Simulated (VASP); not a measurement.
Here is a VASP 6.6.1 calculation.

The input INCAR:

```
PREC     = Accurate       # precision mode
ENCUT    = 520            # plane-wave cutoff, eV
EDIFF    = 1E-7           # SCF threshold, eV
ISMEAR   = 1              # smearing method
SIGMA    = 0.1            # smearing width, eV
LREAL    = F              # projectors in reciprocal space
LASPH    = T              # aspherical terms in the spheres
NELM     = 60             # most SCF steps
ALGO     = Normal         # electronic algorithm
ISIF     = 2              # what is computed and relaxed
LWAVE    = F              # write WAVECAR
LCHARG   = T              # write CHGCAR
GGA      = PE             # functional
LELF     = T              # ELF
LVHAR    = T            
NBANDS   = 12             # bands
```

KPOINTS

```
Automatic mesh
0
Gamma
  33 33 33
```

POSCAR

```
Ag
1.0
    0.0000000000      2.0747193810      2.0747193810
    2.0747193810      0.0000000000      2.0747193810
    2.0747193810      2.0747193810      0.0000000000
Ag
1
Direct
    0.0000000000      0.0000000000      0.0000000000
```

Potentials or basis: VASP PAW PBE potentials, release 64 (Ag).

Launch:

```sh
$ cat potpaw_PBE.64/Ag/POTCAR > POTCAR
$ mpirun -np 1 vasp_std > vasp.out
```

(1) What does it give for the band gap on the k mesh?

(2) Estimate the pressure.

Answers

(1) zero (an odd number of electrons rules out a gap without spin polarisation).

(2) -0.2 GPa.
